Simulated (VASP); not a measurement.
# MnO (Fm-3m) in VASP: further runs, part 2 of 2

VASP 6.6.1. Earlier steps stand in the parts before.

**4. Single point, r2SCAN, collinear spin, ferromagnetic start**

This run uses another cell than the first one, of 11.00 Å³/atom, 1.042 times its volume.

POSCAR reads:

```
MnO
1.0
    0.0000000000      2.2239077028      2.2239077028
    2.2239077028      0.0000000000      2.2239077028
    2.2239077028      2.2239077028      0.0000000000
Mn O
1 1
Direct
    0.0000000000      0.0000000000      0.0000000000
    0.5000000000      0.5000000000      0.5000000000
```

INCAR.step1 reads:

```
SYSTEM = MnO
ALGO = Normal
EDIFF = 1E-4
ENCUT = 520
GGA = PE
ISMEAR = -1
ISPIN = 2
LASPH = .TRUE.
LCHARG = .FALSE.
LMAXMIX = 4
LREAL = .FALSE.
LWAVE = .TRUE.
MAGMOM = 4 0
NBANDS = 20
NELM = 150
PREC = Accurate
SIGMA = 0.05
```

INCAR.step2 reads:

```
SYSTEM = MnO
ALGO = Normal
EDIFF = 1E-7
ENCUT = 520
ISIF = 2
ISMEAR = -1
ISPIN = 2
ISTART = 1
LASPH = .TRUE.
LCHARG = .FALSE.
LMAXMIX = 4
LMIXTAU = .TRUE.
LORBIT = 11
LREAL = .FALSE.
LWAVE = .FALSE.
MAGMOM = 4 0
METAGGA = R2SCAN
NBANDS = 20
NELM = 150
PREC = Accurate
SIGMA = 0.05
```

KPOINTS reads:

```
k-points
0
G
  10 10 10
  0 0 0
```

Potentials or basis: VASP PAW PBE potentials, release 64 (Mn_pv, O).

Run with:

```bash
> cat potpaw_PBE.64/Mn_pv/POTCAR potpaw_PBE.64/O/POTCAR > POTCAR
> cp INCAR.step1 INCAR
> mpirun -np 1 vasp_std > vasp.out
> cp INCAR.step2 INCAR
> mpirun -np 1 vasp_std > vasp.out
```

OUTCAR:

```text
SYSTEM = MnO
   EDIFF = 1E-7
   ENCUT = 520
   ISIF = 2
   ISMEAR = -1
   ISPIN = 2
   ISTART = 1
   LASPH = .TRUE.
   LORBIT = 11
   LREAL = .FALSE.
   METAGGA = R2SCAN
   NELM = 150
   PREC = Accurate

 ion  position               nearest neighbor table
   1  0.000  0.000  0.000-   2 2.22   2 2.22   2 2.22   2 2.22   2 2.22   2 2.22
   2  0.500  0.500  0.500-   1 2.22   1 2.22   1 2.22   1 2.22   1 2.22   1 2.22

  LATTYP: Found a face centered cubic cell.
 ALAT       =     4.4478154056

  Lattice vectors:

 A1 = (   0.0000000000,   2.2239077028,   2.2239077028)
 A2 = (   2.2239077028,   0.0000000000,   2.2239077028)
 A3 = (   2.2239077028,   2.2239077028,   0.0000000000)

Analysis of symmetry for initial positions (statically):
=====================================================================
 Subroutine PRICEL returns:
 Original cell was already a primitive cell.

 Routine SETGRP: Setting up the symmetry group for a
 face centered cubic supercell.

 Subroutine GETGRP returns: Found 48 space group operations
 (whereof 48 operations were pure point group operations)
 out of a pool of 48 trial point group operations.
[... 1291 lines left out ...]
     20      36.1226      0.00000

 [... further k-points ...]

------------------------ aborting loop because EDIFF is reached ----------------------------------------

  FORCE on cell =-STRESS in cart. coord.  units (eV):
  Direction    XX          YY          ZZ          XY          YZ          ZX
  --------------------------------------------------------------------------------------
  -------------------------------------------------------------------------------------
  Total        0.0606760      0.0606760      0.0606760      0.0000000      0.0000000     -0.0000000
  in kB        4.4192352      4.4192352      4.4192352      0.0000000      0.0000000     -0.0000000
  external PRESSURE =       4.4192352 kB  Pullay stress =       0.0000000 kB

 VOLUME and BASIS-vectors are now :
 -----------------------------------------------------------------------------
  energy-cutoff  :      520.00
  volume of cell :       22.00
      direct lattice vectors                 reciprocal lattice vectors
     0.000000000  2.223907703  2.223907703    -0.224829474  0.224829474  0.224829474
     2.223907703  0.000000000  2.223907703     0.224829474 -0.224829474  0.224829474
     2.223907703  2.223907703  0.000000000     0.224829474  0.224829474 -0.224829474

 POSITION                                       TOTAL-FORCE (eV/Angst)
 -----------------------------------------------------------------------------------
      0.00000      0.00000      0.00000         0.000000     -0.000000      0.000000
      2.22391      2.22391      2.22391         0.000000      0.000000      0.000000
 -----------------------------------------------------------------------------------
    total drift:                                0.000000     -0.000000     -0.000000

  FREE ENERGIE OF THE ION-ELECTRON SYSTEM (eV)
  ---------------------------------------------------
  free  energy   TOTEN  =       -24.4860853637 eV

  energy  without entropy=      -24.4855045854  energy(sigma->0) =      -24.48579497

 total charge

# of ion       s       p       d       tot
------------------------------------------
    1        0.207   6.171   4.961  11.340
    2        1.559   3.470   0.000   5.029
--------------------------------------------------
tot          1.766   9.641   4.961  16.368

 magnetization (x)

# of ion       s       p       d       tot
------------------------------------------
    1        0.028   0.022   4.492   4.543
    2        0.032   0.201   0.000   0.232
--------------------------------------------------
tot          0.060   0.223   4.492   4.775
```

OUTCAR.step1:

```text
SYSTEM = MnO
   EDIFF = 1E-4
   ENCUT = 520
   GGA = PE
   ISMEAR = -1
   ISPIN = 2
   LASPH = .TRUE.
   LREAL = .FALSE.
[... 1343 lines left out ...]
      0.00000      0.00000      0.00000        -0.000000      0.000000      0.000000
      2.22391      2.22391      2.22391         0.000000      0.000000     -0.000000
 -----------------------------------------------------------------------------------
    total drift:                                0.000000     -0.000000     -0.000000

  FREE ENERGIE OF THE ION-ELECTRON SYSTEM (eV)
  ---------------------------------------------------
  free  energy   TOTEN  =       -16.4062151332 eV

  energy  without entropy=      -16.3990394312  energy(sigma->0) =      -16.40262728
```

Run time: 58 s. Hardware: 1 thread of Intel Xeon 6975P-C (Granite Rapids), shared host; peak memory 0.17 GiB.

Results:

| Quantity | Value |
| --- | --- |
| Free energy | -24.4861 eV |
| Pressure | 0.4 GPa |
| Band gap on the k mesh | zero (filled and empty bands overlap) |
| Net moment | 5.00 μB per cell |
| Site moments | Mn +4.54; O +0.23 μB |
| Valence electrons inside the program's atomic spheres | Mn 11.34; O 5.03 |

Caveat: the PAW data sets were made with another functional, which shifts forces and pressure a little; a cell with one magnetic atom can't hold antiferromagnetic order, which such compounds often take; semilocal functionals often make such compounds metallic where correlation or magnetic order opens a gap, which also shifts bond lengths. With open d or f shells a metallic result of r2SCAN can be an artefact of self-interaction; +U or a hybrid may open a gap.

**5. Single point, r2SCAN, collinear spin, ferromagnetic start**

This run uses another cell than the first one, of 11.22 Å³/atom, 1.063 times its volume.

POSCAR reads:

```
MnO
1.0
    0.0000000000      2.2386359976      2.2386359976
    2.2386359976      0.0000000000      2.2386359976
    2.2386359976      2.2386359976      0.0000000000
Mn O
1 1
Direct
    0.0000000000      0.0000000000      0.0000000000
    0.5000000000      0.5000000000      0.5000000000
```

INCAR.step1 reads:

```
PREC = Accurate
ENCUT = 520
ISMEAR = -1
SIGMA = 0.05
LREAL = False
LASPH = True
NELM = 150
ISPIN = 2
MAGMOM = 4 0
LMAXMIX = 4
NBANDS = 20
GGA = PE
ALGO = Normal
EDIFF = 1E-4
LWAVE = True
LCHARG = False
```

INCAR.step2 reads:

```
PREC = Accurate
ENCUT = 520
EDIFF = 1E-7
ISMEAR = -1
SIGMA = 0.05
LREAL = False
LASPH = True
NELM = 150
ALGO = Normal
ISIF = 2
LWAVE = False
LCHARG = False
ISPIN = 2
MAGMOM = 4 0
LORBIT = 11
LMAXMIX = 4
METAGGA = R2SCAN
LMIXTAU = True
NBANDS = 20
ISTART = 1
```

KPOINTS reads:

```
regular mesh
0
Gamma
  10 10 10
```

Run with:

```bash
> cat potpaw_PBE.64/Mn_pv/POTCAR potpaw_PBE.64/O/POTCAR > POTCAR
> cp INCAR.step1 INCAR
> mpirun -np 1 vasp_std > vasp.out
> cp INCAR.step2 INCAR
> mpirun -np 1 vasp_std > vasp.out
```

Run time: 45 s. Hardware: 1 thread of Intel Xeon 6975P-C (Granite Rapids), shared host; peak memory 0.17 GiB.

The run converged. Its results:

* Free energy: -24.4829 eV
* Pressure: -2.7 GPa
* Band gap on the k mesh: zero (filled and empty bands overlap)
* Net moment: 5.00 μB per cell
* Site moments: Mn +4.55; O +0.23 μB
* Valence electrons inside the program's atomic spheres: Mn 11.32; O 5.02

Levels at points of the mesh, in eV from the Fermi level:
Spin up:
| k point | band 10 | band 11 | band 12 | band 13 | band 14 | band 15 |
| --- | --- | --- | --- | --- | --- | --- |
| (0.00, 0.00, 0.00) | -3.63 | -3.16 | -3.16 | -0.27 | 14.56 | 16.76 |
| (0.50, 0.00, 0.00) | -2.31 | -0.16 | -0.16 | 3.92 | 8.11 | 12.38 |
| (0.50, 0.50, 0.00) | -2.57 | -2.57 | -2.45 | 5.30 | 8.36 | 10.71 |
Spin down:
```tsv
k point	band 3	band 4	band 5	band 6	band 7	band 8	band 9	band 10	band 11	band 12
(0.00, 0.00, 0.00)	-46.29	-20.65	-3.27	-3.27	-3.27	1.48	1.85	1.85	1.85	2.51
(0.50, 0.00, 0.00)	-46.30	-19.73	-7.26	-4.67	-4.67	3.05	3.16	3.16	4.78	4.78
(0.50, 0.50, 0.00)	-46.32	-19.75	-6.38	-4.28	-4.28	0.16	3.13	3.28	3.62	3.62
```

Caveat: the PAW data sets were made with another functional, which shifts forces and pressure a little; a cell with one magnetic atom can't hold antiferromagnetic order, which such compounds often take; semilocal functionals often make such compounds metallic where correlation or magnetic order opens a gap, which also shifts bond lengths. With open d or f shells a metallic result of r2SCAN can be an artefact of self-interaction; +U or a hybrid may open a gap.

**6. Summary**

| cell | gap on the mesh (eV) | pressure (GPa) | moment (μB) |
| --- | --- | --- | --- |
| a = 3.103 Å, angles 60.0°, 2 atoms | none | 7.8 | 4.98 |
| a = 3.124 Å, angles 60.0°, 2 atoms | none | 3.9 | 4.99 |
| a = 3.145 Å, angles 60.0°, 2 atoms | none | 0.4 | 5.00 |
| a = 3.166 Å, angles 60.0°, 2 atoms | none | -2.7 | 5.00 |

Alike in all rows: task single point; level r2SCAN; potentials or basis VASP PAW PBE potentials, release 64 (Mn_pv, O); spin collinear, ferromagnetic start; k mesh 10 × 10 × 10; cutoff (eV) 520; smearing fermi-dirac 0.05 eV.

Caveats: the PAW data sets were made with another functional, which shifts forces and pressure a little; a cell with one magnetic atom can't hold antiferromagnetic order, which such compounds often take; semilocal functionals often make such compounds metallic where correlation or magnetic order opens a gap, which also shifts bond lengths.

Absolute energies hang on the potentials; compare differences alone.
